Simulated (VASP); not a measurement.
Sb, 2 atoms in the cell. The typed cell holds 2 atoms: a = 4.598 Å, b = 4.598 Å, c = 4.620 Å, α = 97.10°, β = 97.10°, γ = 138.66°. 

```yaml
Program: VASP 6.6.1
Task: single point
Functional: RPBE
Potentials_or_basis: VASP PAW PBE potentials, release 64 (Sb)
Cutoff: 520 eV
k_mesh: 18 × 18 × 12
Occupations: fermi-dirac, width 0.1 eV
Spin: no spin polarisation
Dipole_correction: no
Further_INCAR_settings: ALGO = Normal; EDIFF = 1e-06; NBANDS = 12
```

Potentials or basis: VASP PAW PBE potentials, release 64 (Sb).

Launch:

```bash
$ cat potpaw_PBE.64/Sb/POTCAR > POTCAR
$ mpirun -np 1 vasp_std > vasp.out
```

Hardware: 1 thread of Intel(R) Xeon(R) Platinum 8488C (Sapphire Rapids), on a shared host.

**Question.** How long does it take, and how much memory?

**Answer.** Run time: 7.3 min on 1 thread of Intel(R) Xeon(R) Platinum 8488C (Sapphire Rapids), with other jobs on the host, peak memory 0.71 GiB. Counts: scf iterations 10, k points 1037.
